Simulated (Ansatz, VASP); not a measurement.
## NaI: VASP beside Ansatz

```
Na I
1.0
     4.50465    0.00000    0.00000
    -2.25232    3.90114    0.00000
     0.00000    0.00000    7.67570
Na I
2 2
Direct
  0.00000 0.00000 0.00000
  0.00000 0.00000 0.50000
  0.33333 0.66667 0.25000
  0.66667 0.33333 0.75000
```

Alike in both runs: task single point; functional PBE0; k mesh 6 × 6 × 2; no spin polarisation.

|  | VASP | Ansatz |
| --- | --- | --- |
| version | VASP 6.6.1 | Ansatz 0.2.0 |
| potentials or method | VASP PAW PBE potentials, release 64 (Na_pv, I) | plane waves, PAW |
| plane-wave cutoff (eV) | 520 | 420 |
| occupations | gaussian, width 0.01 eV | fixed |
| valence electrons in the cell | 28 | 52 |

Ansatz gave:

```
gap on the k mesh at the Fermi level (eV) : 5.27
pressure (GPa)                            : 0.2
```

Which values does VASP return?

gap on the k mesh at the Fermi level (eV): 5.26; pressure (GPa): 0.2.

VASP's potentials hold 28 valence electrons a cell and Ansatz's 52, so a difference there can come from the potentials and not from the codes. Ansatz's warnings: stress exchange threshold loose, stress scf threshold loose.

Neither program's run includes spin-orbit coupling.
